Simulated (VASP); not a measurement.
Here is a VASP 6.6.1 calculation.

Contents of INCAR:

```
PREC = Accurate
ENCUT = 520
EDIFF = 1E-6
ISMEAR = -1
SIGMA = 0.05
LREAL = Auto
LASPH = True
NELM = 80
ALGO = Normal
ISIF = 2
LWAVE = False
LCHARG = False
NBANDS = 63
```

KPOINTS

```
Automatic mesh
0
Gamma
  1 1 1
```

POSCAR

```
MgI2
1.0
    8.2800000000      0.0000000000      0.0000000000
    0.0000000000      6.8800000000      0.0000000000
    0.0000000000      0.0000000000     20.5609200000
Mg I
6 12
Direct
    0.0000000000      0.0000000000      0.0486359560
    0.2965096618     -0.0258430233      0.2112891836
    0.5222705314     -0.1885755814      0.4041161582
    0.5000000000      0.0000000000      0.0486359560
    0.7379106280     -0.0427470930      0.2119992685
    1.0554468599     -0.1862936047      0.3864321246
    0.2500000000      0.2500000000      0.1067607870
    0.4946618357      0.7106104651      0.1378877988
    0.5412560386      0.2269331395      0.2601975009
    0.2901811594      0.6540406977      0.3005945259
    0.2864492754      0.0709447674      0.4291199032
    0.5685265700      0.5040116279      0.4676395803
    0.7500000000      0.2500000000      0.1067607870
    1.0000241546      0.6414970930      0.0726621182
    1.0317512077      0.1432558140      0.2454510790
    0.7789130435      0.6476162791      0.2972629629
    0.7920169082      0.0604069767      0.4264157440
    1.0526328502      0.5056395349      0.4585106114
```

Potentials or basis: VASP PAW LDA potentials, release 64 (Mg, I).

Launch:

```console
$ cat potpaw_LDA.64/Mg/POTCAR potpaw_LDA.64/I/POTCAR > POTCAR
$ mpirun -np 1 vasp_gam > vasp.out
```

Question: Predict the band gap on the k mesh.

Answer: 0.09 eV.

Question: What does it give for the largest force?

Answer: 1.279 eV/Å.

Forces on the atoms (eV/Å):
```
Mg  -0.002  1.151  0.559
Mg   0.709 -0.364  0.498
Mg   0.308  0.698 -0.519
Mg   0.002  0.522  0.294
Mg   0.361 -0.385  0.427
Mg  -0.501  0.457 -0.145
I    0.351 -0.643 -0.947
I    0.174  0.030  0.127
I   -0.710 -0.355 -0.003
I   -0.126  0.136 -0.179
I    0.125  0.225  0.023
I   -0.066 -0.701  0.514
I    0.100 -0.847 -0.672
I   -0.034  0.137 -0.250
I   -0.901  0.128  0.473
I    0.329  0.307 -0.251
I    0.050 -0.190 -0.242
I   -0.171 -0.305  0.295
```

Caveat: the k points lie up to 0.91 Å⁻¹ apart; spin-orbit coupling is left out, which moves the levels of the heavy elements.
